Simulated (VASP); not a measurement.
A run of VASP 6.6.1:

File INCAR:

```
ALGO = Normal ; EDIFF = 1E-6
ENCUT = 520 ; GGA = PE
ISIF = 2 ; ISMEAR = 0
ISPIN = 2 ; LASPH = T
LCHARG = F ; LMAXMIX = 4
LORBIT = 11 ; LREAL = F
LWAVE = F ; MAGMOM = 3 0 0 0
NBANDS = 27 ; NELM = 150
PREC = Accurate ; SIGMA = 0.1
```

File KPOINTS:

```
k-points
0
Gamma
  4 4 4
```

The input POSCAR:

```
CoCl3
1.0
    4.4094921018      0.0000000000      0.0000000000
    0.0000000000      4.4094921018      0.0000000000
    0.0000000000      0.0000000000      4.4094921018
Co Cl
1 3
Direct
    0.0000000000      0.0000000000      0.0000000000
    0.0000000000      0.5000000000      0.5000000000
    0.5000000000      0.0000000000      0.5000000000
    0.5000000000      0.5000000000      0.0000000000
```

Potentials or basis: VASP PAW PBE potentials, release 64 (Co, Cl).

Run with:

```sh
$ cat potpaw_PBE.64/Co/POTCAR potpaw_PBE.64/Cl/POTCAR > POTCAR
$ mpirun -np 1 vasp_std > vasp.out
```

Hardware: 1 thread of Intel(R) Xeon(R) Platinum 8259CL CPU @ 2.50GHz (Skylake/Cascade Lake) (shared host).

Task: Estimate the wall time of this run.

Result: Wall time 88 s on 1 thread of Intel(R) Xeon(R) Platinum 8259CL CPU @ 2.50GHz (Skylake/Cascade Lake), with other jobs on the host, peak memory 0.25 GiB. Counts: scf iterations 30, k points 10.
